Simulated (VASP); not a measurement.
Write the native input for VASP 6.6.1 that does the following.

- Task: single point
- Functional: r2SCAN
- Potentials or basis: VASP PAW PBE potentials, release 64 (Al, O)
- Cutoff: 520 eV
- k mesh: 12 × 12 × 4
- Occupations: gaussian, width 0.05 eV
- Spin: no spin polarisation
- Dipole correction: no
- Further INCAR settings: ALGO = Normal; EDIFF = 1e-06; NBANDS = 20

Crystal: Al2O3.

```
CELL_PARAMETERS angstrom
2.61654 0.00000 0.00000
-1.30827 2.26599 0.00000
0.00000 0.00000 9.12565
ATOMIC_POSITIONS crystal
Al 0.00000 0.00000 0.18094
Al 0.00000 0.00000 0.81906
O 0.33333 0.66667 0.26801
O 0.66667 0.33333 0.00000
O 0.33333 0.66667 0.73199
```

This cell differs from its parent crystal: ratio of the length along z to the lengths across it x 1.3, volume and fractional coordinates fixed.

One way to write it, as run:

POSCAR

```
Al2O3
1.0
    2.6165356305      0.0000000000      0.0000000000
   -1.3082678152      2.2659863259      0.0000000000
    0.0000000000      0.0000000000      9.1256547073
Al O
2 3
Direct
    0.0000000000      0.0000000000      0.1809441335
    0.0000000000      0.0000000000      0.8190558665
    0.3333333333      0.6666666667      0.2680062644
    0.6666666667      0.3333333333      0.0000000000
    0.3333333333      0.6666666667      0.7319937356
```

INCAR.step1

```
PREC = Accurate
ENCUT = 520
ISMEAR = 0
SIGMA = 0.05
LREAL = F
LASPH = T
NELM = 60
NBANDS = 20
GGA = PE
ALGO = Normal
EDIFF = 1E-4
LWAVE = T
LCHARG = F
```

INCAR.step2

```
PREC = Accurate
ENCUT = 520
EDIFF = 1E-6
ISMEAR = 0
SIGMA = 0.05
LREAL = F
LASPH = T
NELM = 60
ALGO = Normal
ISIF = 2
LWAVE = F
LCHARG = F
METAGGA = R2SCAN
LMIXTAU = T
NBANDS = 20
ISTART = 1
```

KPOINTS

```
regular mesh
0
Gamma
  12 12 4
```

Potentials or basis: VASP PAW PBE potentials, release 64 (Al, O).

The run is started by

```sh
$ cat potpaw_PBE.64/Al/POTCAR potpaw_PBE.64/O/POTCAR > POTCAR
$ cp INCAR.step1 INCAR
$ mpirun -np 1 vasp_std > vasp.out
$ cp INCAR.step2 INCAR
$ mpirun -np 1 vasp_std > vasp.out
```

Results of the run:

| Item | Value |
| --- | --- |
| Pressure | 21.8 GPa |
| Largest force | 3.649 eV/Å |
| Band gap on the k mesh | 3.99 eV |

Caveat: the cell stands under pressure; the PAW data sets were made with another functional, which shifts forces and pressure a little.

Run time: 110 s on 1 thread of Intel(R) Xeon(R) 6975P-C (Granite Rapids), with other jobs on the host, peak memory 0.19 GiB.
